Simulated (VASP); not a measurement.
## LiH: relaxation of cell and atoms with PBE

LiH:

```
Li H
1.0
     0.00000    2.00305    2.00305
     2.00305    0.00000    2.00305
     2.00305    2.00305    0.00000
Li H
1 1
Direct
  0.00000 0.00000 0.00000
  0.50000 0.50000 0.50000
```

- Program: VASP 6.6.1
- Task: relaxation of cell and atoms
- Functional: PBE
- Potentials or basis: VASP PAW PBE potentials, release 64 (Li_sv, H)
- Cutoff: 600 eV
- k mesh: 10 × 10 × 10
- Occupations: gaussian, width 0.02 eV
- Spin: no spin polarisation
- Dipole correction: no
- Further INCAR settings: ALGO = Normal; EDIFF = 1e-06; IBRION = 2; EDIFFG = -0.01; NSW = 100; ISIF = 3

The relaxed volume is 7.99 Å³/atom. The relaxed cell is a = 2.827 Å, b = 2.827 Å, c = 2.827 Å, α = 60.00°, β = 60.00°, γ = 60.00°, the space group after relaxing (to 0.05 Å) is Fm-3m (No. 225) and the energy gained by relaxing is 0.0 meV/atom. The ionic steps are 3. The pressure after relaxing is 0.0 GPa. The band gap on the k mesh is 2.97 eV, direct.

Final structure:
```
Li H
1.0
     0.00000    1.99911    1.99911
     1.99911    0.00000    1.99911
     1.99911    1.99911    0.00000
Li H
1 1
Direct
  0.00000 0.00000 0.00000
  0.50000 0.50000 0.50000
```

Levels at points of the mesh, in eV from the valence-band top:
| k point | band 1 | band 2 | band 3 | band 4 | band 5 | band 6 |
| --- | --- | --- | --- | --- | --- | --- |
| (0.00, 0.00, 0.00) | -44.28 | -5.46 | 16.18 | 17.97 | 17.97 | 17.97 |
| (0.50, 0.00, 0.00) | -44.23 | -2.65 | 4.94 | 13.73 | 16.57 | 16.57 |
| (0.50, 0.50, 0.00) | -44.22 | 0.00 | 2.97 | 10.85 | 10.85 | 14.03 |

Wall time 3.5 s on 1 thread of Intel(R) Xeon(R) 6975P-C (Granite Rapids) (shared host), peak memory 0.12 GiB.

Caveat: the cutoff is under 1.25 times the usual one of these potentials, so pressure, stress and relaxed cells hold a basis-set (Pulay) error. A hybrid or GW would open this gap; PBE tends to underestimate it.
